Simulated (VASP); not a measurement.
A run of VASP 6.6.1:

File POSCAR:

```
C
1.0
    0.0000000000      1.7801408483      1.7801408483
    1.7801408483      0.0000000000      1.7801408483
    1.7801408483      1.7801408483      0.0000000000
C
2
Direct
    0.5000000000      0.5000000000      0.5000000000
    0.7500000000      0.7500000000      0.7500000000
```

Contents of INCAR.step1:

```
  PREC = Accurate
  ENCUT = 600
  ISMEAR = 0
  SIGMA = 0.01
  LREAL = F
  LASPH = T
  NELM = 80
  GGA = PE
  ALGO = Normal
  EDIFF = 1E-4
  LWAVE = T
  LCHARG = F
```

INCAR.step2

```
  PREC = Accurate
  ENCUT = 600
  EDIFF = 1E-7
  ISMEAR = 0
  SIGMA = 0.01
  LREAL = F
  LASPH = T
  NELM = 80
  ALGO = Normal
  ISIF = 3
  LWAVE = F
  LCHARG = F
  METAGGA = R2SCAN
  LMIXTAU = T
  IBRION = 2
  NSW = 100
  EDIFFG = -0.002
  PSTRESS = 20.0
  ISTART = 1
```

File KPOINTS:

```
regular mesh
0
Gamma
  12 12 12
```

Potentials or basis: VASP PAW PBE potentials, release 64 (C).

Command:

```sh
$ cat potpaw_PBE.64/C/POTCAR > POTCAR
$ cp INCAR.step1 INCAR
$ mpirun -np 1 vasp_std > vasp.out
$ cp INCAR.step2 INCAR
$ mpirun -np 1 vasp_std > vasp.out
```

Hardware: 1 thread of Intel Xeon 8259CL, with other jobs on the host.

Question: How long does it take, and how much memory?

Answer: Run time: 68 s on 1 thread of Intel Xeon 8259CL (shared host), peak memory 0.12 GiB. Counts: k points 72, ion steps 3.
